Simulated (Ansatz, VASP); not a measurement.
**InH in VASP and in Ansatz**

```
In H
1.0
     3.15396    0.00000    0.00000
     0.00000    3.15396    0.00000
     0.00000    0.00000    3.22716
In H
1 1
Direct
  0.50000 0.50000 0.50000
  0.00000 0.00000 0.00000
```

Alike in both runs: functional PBE; k mesh 20 × 20 × 14; occupations gaussian, width 0.1 eV; no spin polarisation.

Ansatz relaxed the structure, and its values are those at the end. VASP's run is a single point on that final structure, the one shown.

|  | VASP | Ansatz |
| --- | --- | --- |
| version | VASP 6.6.1 | Ansatz 0.2.0 |
| potentials or method | VASP PAW PBE potentials, release 64 (In_d, H), cutoff 520 eV | scalar-relativistic, plane waves, PAW |
| valence electrons in the cell | 14 | 14 |

Ansatz gave:

- gap on the k mesh at the Fermi level (eV): none
- pressure (GPa): 0.0

Question: What did VASP give for the same quantities?

Answer: gap on the k mesh at the Fermi level (eV): none; pressure (GPa): -0.1.

A gap of «none» marks a metal or a gap that the smearing closes.
